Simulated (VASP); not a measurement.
# Zr (P6_3/mmc) in VASP: single point with r2SCAN

Aim: the single point of Zr with r2SCAN.

Program: VASP 6.6.1. These are calculated values, not measurements. Logs are shortened: lines on timing, memory, paths and dates and some standing lists are left out, and cuts for length are marked.

## Step 1: The cell of the first run

The structure is hexagonal, space group P6_3/mmc (No. 194). Conventional cell: a = 3.073 Å, b = 3.073 Å, c = 4.862 Å, α = 90.00°, β = 90.00°, γ = 120.00°. Within 4.0 Å of Zr (site symmetry -6m2) lie 12 Zr at 3.01 to 3.07 Å.

## Step 2: Single point, r2SCAN

POSCAR

```
Zr
1.0
    1.5364590000      2.6612220000      0.0000000000
   -1.5364590000      2.6612220000      0.0000000000
    0.0000000000      0.0000000000      4.8619530000
Zr
2
Direct
    0.3333300000      0.3333400000      0.2500000000
    0.6666600000      0.6666700000      0.7500000000
```

INCAR.step1

```
SYSTEM = Zr
PREC     = Accurate       ! precision mode
ENCUT    = 520            ! plane-wave cutoff, eV
ISMEAR   = -1             ! smearing method
SIGMA    = 0.1222         ! smearing width, eV
LREAL    = .FALSE.        ! projectors in reciprocal space
LASPH    = .TRUE.         ! aspherical terms in the spheres
NELM     = 100            ! most SCF steps
NBANDS   = 19             ! bands
GGA      = PE             ! functional
ALGO     = Normal         ! electronic algorithm
EDIFF    = 1E-4           ! SCF threshold, eV
LWAVE    = .TRUE.         ! write WAVECAR
LCHARG   = .FALSE.        ! write CHGCAR
```

INCAR.step2

```
SYSTEM = Zr
PREC     = Accurate       ! precision mode
ENCUT    = 520            ! plane-wave cutoff, eV
EDIFF    = 1E-7           ! SCF threshold, eV
ISMEAR   = -1             ! smearing method
SIGMA    = 0.1222         ! smearing width, eV
LREAL    = .FALSE.        ! projectors in reciprocal space
LASPH    = .TRUE.         ! aspherical terms in the spheres
NELM     = 100            ! most SCF steps
ALGO     = Normal         ! electronic algorithm
ISIF     = 2              ! what is computed and relaxed
LWAVE    = .FALSE.        ! write WAVECAR
LCHARG   = .TRUE.         ! write CHGCAR
METAGGA  = R2SCAN         ! meta-GGA
LMIXTAU  = .TRUE.       
LELF     = .TRUE.         ! ELF
LVHAR    = .TRUE.       
NBANDS   = 19             ! bands
ISTART   = 1
```

KPOINTS

```
regular mesh
0
G
  13 13 7
  0 0 0
```

Potentials or basis: VASP PAW PBE potentials, release 64 (Zr_sv).

Run with:

```
$ cat potpaw_PBE.64/Zr_sv/POTCAR > POTCAR
$ cp INCAR.step1 INCAR
$ mpirun -np 1 vasp_std > vasp.out
$ cp INCAR.step2 INCAR
$ mpirun -np 1 vasp_std > vasp.out
```

OUTCAR:

```text
SYSTEM = Zr
   PREC = Accurate
   ENCUT = 520
   EDIFF = 1E-7
   ISMEAR = -1
   LREAL = .FALSE.
   LASPH = .TRUE.
   NELM = 100
   ISIF = 2
   METAGGA = R2SCAN
   ISTART = 1

 ion  position               nearest neighbor table
   1  0.333  0.333  0.250-   2 3.01   2 3.01   2 3.01   2 3.01   2 3.01   2 3.01
   2  0.667  0.667  0.750-   1 3.01   1 3.01   1 3.01   1 3.01   1 3.01   1 3.01

  LATTYP: Found a hexagonal cell.
 ALAT       =     3.0729153571
 C/A-ratio  =     1.5821955488

  Lattice vectors:

 A1 = (   1.5364590000,  -2.6612220000,   0.0000000000)
 A2 = (   1.5364590000,   2.6612220000,   0.0000000000)
 A3 = (   0.0000000000,   0.0000000000,   4.8619530000)

Analysis of symmetry for initial positions (statically):
=====================================================================
 Subroutine PRICEL returns:
 Original cell was already a primitive cell.

 Routine SETGRP: Setting up the symmetry group for a
 hexagonal supercell.

 Subroutine GETGRP returns: Found  8 space group operations
 (whereof  2 operations were pure point group operations)
 out of a pool of 24 trial point group operations.

The static configuration has the point symmetry C_2 .
 The point group associated with its full space group is D_2h.

Analysis of symmetry for dynamics (positions and initial velocities):
=====================================================================
 Subroutine PRICEL returns:
 Original cell was already a primitive cell.

 Routine SETGRP: Setting up the symmetry group for a
 hexagonal supercell.

 Subroutine GETGRP returns: Found  8 space group operations
 (whereof  2 operations were pure point group operations)
 out of a pool of 24 trial point group operations.

The dynamic configuration has the point symmetry C_2 .
 The point group associated with its full space group is D_2h.

 Subroutine INISYM returns: Found  8 space group operations
 (whereof  2 operations are pure point group operations),
 and found     1 'primitive' translations

----------------------------------------------------------------------------------------

                                     Primitive cell

  volume of cell :      39.7597

  direct lattice vectors                    reciprocal lattice vectors
     1.536459000  2.661222000  0.000000000     0.325423588  0.187883611  0.000000000
    -1.536459000  2.661222000  0.000000000    -0.325423588  0.187883611  0.000000000
     0.000000000  0.000000000  4.861953000     0.000000000  0.000000000  0.205678665

  length of vectors
     3.072915357  3.072915357  4.861953000     0.375766900  0.375766900  0.205678665

  position of ions in fractional coordinates (direct lattice)
     0.333330000  0.333340000  0.250000000
     0.666660000  0.666670000  0.750000000

  ion indices of the primitive-cell ions
   primitive index   ion index
                 1           1
                 2           2

----------------------------------------------------------------------------------------

 KPOINTS: regular mesh

Automatic generation of k-mesh.
 Grid dimensions read from file:
 generate k-points for:   13   13    7

 Generating k-lattice:

  Cartesian coordinates                     Fractional coordinates (reciprocal lattice)
     0.025032584  0.014452585  0.000000000     0.076923077 -0.000000000  0.000000000
    -0.025032584  0.014452585  0.000000000    -0.000000000  0.076923077  0.000000000
     0.000000000  0.000000000  0.029382666     0.000000000  0.000000000  0.142857143

  Length of vectors
     0.028905146  0.028905146  0.029382666

  Shift w.r.t. Gamma in fractional coordinates (k-lattice)
     0.000000000  0.000000000  0.000000000

 Subroutine IBZKPT returns following result:
 ===========================================

 Found    196 irreducible k-points:

 Following reciprocal coordinates:
            Coordinates               Weight
  0.000000  0.000000  0.000000      1.000000
  0.076923  0.000000  0.000000      4.000000
  0.076923  0.076923  0.000000      2.000000
  0.153846  0.000000  0.000000      4.000000
  0.153846  0.153846  0.000000      2.000000
  0.230769  0.000000  0.000000      4.000000
[... 16 lines left out ...]
  0.307692  0.384615  0.000000      4.000000
 -0.076923  0.307692  0.000000      4.000000
 [... further k-points ...]
   k-points           NKPTS =    196   k-points in BZ     NKDIM =    196   number of bands    NBANDS=     19
   number of dos      NEDOS =    301   number of ions     NIONS =      2
   total plane-waves  NPLWV =  20736
   dimension x,y,z NGX =    24 NGY =   24 NGZ =   36
   dimension x,y,z NGXF=    48 NGYF=   48 NGZF=   72
   ions per type =               2
   NGX,Y,Z   is equivalent  to a cutoff of  12.98, 12.98, 12.31 a.u.
   NGXF,Y,Z  is equivalent  to a cutoff of  25.97, 25.97, 24.62 a.u.
 SYSTEM =  Zr
   PREC   = accura    normal or accurate (medium, high low for compatibility)
   ISTART =      1    job   : 0-new  1-cont  2-samecut
   ICHARG =      0    charge: 1-file 2-atom 10-const
   ISPIN  =      1    spin polarized calculation?
   LNONCOLLINEAR =      F non collinear calculations
   LSORBIT =      F    spin-orbit coupling
   LASPH  =      T    aspherical Exc in radial PAW
   ENCUT  =  520.0 eV  38.22 Ry    6.18 a.u.   5.71  5.71  9.04*2*pi/ulx,y,z
   NELM   =    100;   NELMIN=  2; NELMDL=  0     # of ELM steps
   EDIFF  = 0.1E-06   stopping-criterion for ELM
   LREAL  =      F    real-space projection
   EDIFFG = 0.1E-05   stopping-criterion for IOM
   NSW    =      0    number of steps for IOM
   IBRION =     -1    ionic relax: 0-MD 1-quasi-New 2-CG
   NFREE  =      0    steps in history (QN), initial steepest desc. (CG)
   ISIF   =      2    stress and relaxation
   ISYM   =      2    0-nonsym 1-usesym 2-fastsym
   POTIM  = 0.5000    time-step for ionic-motion
   TEBEG  =    0.0;   TEEND  =   0.0 temperature during run
   PSTRESS=    0.0 pullay stress
   NELECT =      24.0000    total number of electrons
   NUPDOWN=      -1.0000    fix difference up-down
   EMIN   =  10.00;   EMAX   =-10.00  energy-range for DOS
   EFERMI =   0.00;   METHOD = LEGACY
   ISMEAR =    -1;   SIGMA  =   0.12  broadening in eV -4-tet -1-fermi 0-gaus
   EFERMI_NEDOS =   21; number of points for ismear=-14 and -15
   IALGO  =     38    algorithm
   IMIX   =      4    mixing-type and parameters
     AMIX     =   0.40;   BMIX     =  1.00
     AMIX_MAG =   1.60;   BMIX_MAG =  1.00
  volume/ion in A,a.u.               =      19.88       134.16
  Fermi-wavevector in a.u.,A,eV,Ry     =   1.383559  2.614547 26.044749  1.914235
  Thomas-Fermi vector in A             =   2.508145
   LORBIT       =      0    0 simple, 1 ext, 2 COOP (PROOUT), +10 PAW based schemes
   METAGGA = R2SCAN    functional components
   LHFCALC =     F    Hartree Fock is set to
   AEXX    =    0.0000 exact exchange contribution
   IVDW    =     0    specifies the selected vdW correction
   LEPSILON=     F    determine dielectric tensor
   LRPA    =     F    only Hartree local field effects (RPA)
 non-spin polarized calculation
  energy-cutoff  :      520.00
  volume of cell :       39.76
 maximum number of plane-waves:      1088
   NGX = 11   NGY = 11   NGZ = 19

 number of electron      24.0000000 magnetization

 Free energy of the ion-electron system (eV)
  ---------------------------------------------------
  ext. energy  EPLUGINS =         0.00000000
  ---------------------------------------------------
  free energy    TOTEN  =       -45.12236072 eV

  energy without entropy =      -45.03904767  energy(sigma->0) =      -45.08070419

 E-fermi :  10.9014     XC(G=0): -12.7697

 val. band max:       10.8839299383   @ k =  -0.0769   0.0769   0.1429
 cond. band min:      10.9116479225   @ k =  -0.4615   0.1538   0.2857
 fundamental gap:      0.0277179842
 Fermi energy:        10.9013945830

 k-point     1 :       0.0000    0.0000    0.0000
  band No.  band energies     occupation
      1     -39.3749      2.00000
      2     -39.0530      2.00000
      3     -17.5908      2.00000
      4     -16.1168      2.00000
      5     -16.1168      2.00000
      6     -15.8810      2.00000
[... 11 lines left out ...]
     18      13.5524      0.00000
     19      16.3961      0.00000

 k-point     2 :       0.0769    0.0000    0.0000
  band No.  band energies     occupation
      1     -39.3614      2.00000
      2     -39.0475      2.00000
      3     -17.5600      2.00000
      4     -16.1870      2.00000
      5     -16.1398      2.00000
      6     -15.9533      2.00000
[... 11 lines left out ...]
     18      13.3571      0.00000
     19      16.5558      0.00000

 k-point     3 :       0.0769    0.0769    0.0000
  band No.  band energies     occupation
      1     -39.3614      2.00000
      2     -39.0475      2.00000
      3     -17.5600      2.00000
      4     -16.1870      2.00000
      5     -16.1398      2.00000
      6     -15.9533      2.00000
[... 11 lines left out ...]
     18      13.3572      0.00000
     19      16.5557      0.00000

 k-point     4 :       0.1538    0.0000    0.0000
  band No.  band energies     occupation
      1     -39.3231      2.00000
      2     -39.0329      2.00000
      3     -17.4710      2.00000
      4     -16.3808      2.00000
      5     -16.2010      2.00000
      6     -16.1471      2.00000
[... 11 lines left out ...]
     18      13.5271      0.00000
     19      16.8954      0.00000

 k-point     5 :       0.1538    0.1538    0.0000
  band No.  band energies     occupation
      1     -39.3231      2.00000
      2     -39.0329      2.00000
      3     -17.4710      2.00000
      4     -16.3808      2.00000
      5     -16.2010      2.00000
      6     -16.1471      2.00000
[... 11 lines left out ...]
     18      13.5270      0.00000
     19      16.8954      0.00000
[... 334 lines left out ...]
      2     -39.0036      2.00000
      3     -17.2330      2.00000
      4     -16.7926      2.00000
      5     -16.5933      2.00000
      6     -16.3178      2.00000
[... 11 lines left out ...]
     18      15.2344      0.00000
     19      17.2549      0.00000

 k-point    22 :       0.3846    0.0769    0.0000
  band No.  band energies     occupation
      1     -39.1648      2.00000
      2     -38.9923      2.00000
      3     -17.0595      2.00000
      4     -17.0493      2.00000
      5     -16.7920      2.00000
      6     -16.4201      2.00000
[... 11 lines left out ...]
     18      16.4695      0.00000
     19      17.4181      0.00000

 k-point    23 :       0.3077    0.3846    0.0000
  band No.  band energies     occupation
      1     -39.1648      2.00000
      2     -38.9923      2.00000
      3     -17.0594      2.00000
      4     -17.0493      2.00000
      5     -16.7920      2.00000
      6     -16.4201      2.00000
[... 11 lines left out ...]
     18      16.4695      0.00000
     19      17.4181      0.00000

 k-point    24 :      -0.0769    0.3077    0.0000
  band No.  band energies     occupation
      1     -39.1648      2.00000
      2     -38.9923      2.00000
      3     -17.0595      2.00000
      4     -17.0493      2.00000
      5     -16.7920      2.00000
      6     -16.4201      2.00000
[... 11 lines left out ...]
     18      16.4695      0.00000
     19      17.4182      0.00000

 [... further k-points ...]
[... 5 lines left out ...]
  --------------------------------------------------------------------------------------
  -------------------------------------------------------------------------------------
  Total        4.9285392      4.9286807      5.5777583      0.0000000      0.0000000      0.0000000
  in kB      198.6030737    198.6087738    224.7643554      0.0000000      0.0000000      0.0000000
  external PRESSURE =     207.3254010 kB  Pullay stress =       0.0000000 kB

 VOLUME and BASIS-vectors are now :
 -----------------------------------------------------------------------------
  energy-cutoff  :      520.00
  volume of cell :       39.76
      direct lattice vectors                 reciprocal lattice vectors
     1.536459000  2.661222000  0.000000000     0.325423588  0.187883611  0.000000000
    -1.536459000  2.661222000  0.000000000    -0.325423588  0.187883611  0.000000000
     0.000000000  0.000000000  4.861953000     0.000000000  0.000000000  0.205678665

 POSITION                                       TOTAL-FORCE (eV/Angst)
 -----------------------------------------------------------------------------------
     -0.00002      1.77416      1.21549         0.000000     -0.000009      0.000000
     -0.00002      3.54829      3.64646         0.000000      0.000009      0.000000
 -----------------------------------------------------------------------------------
    total drift:                               -0.000000     -0.000000     -0.000000

  FREE ENERGIE OF THE ION-ELECTRON SYSTEM (eV)
  ---------------------------------------------------
  free  energy   TOTEN  =       -45.1223607193 eV

  energy  without entropy=      -45.0390476661  energy(sigma->0) =      -45.08070419
```

Wall time 9.4 min (1 thread of Intel Xeon 8259CL, shared host); peak memory 0.25 GiB.

What came out:

```
Free energy            : -45.1224 eV
Pressure               : 20.7 GPa
Band gap on the k mesh : zero (band 12 reaches 12.06 eV, above the bottom of band 13 at 10.73 eV)
```

Caveat: the PAW data sets were made with another functional, which shifts forces and pressure a little.
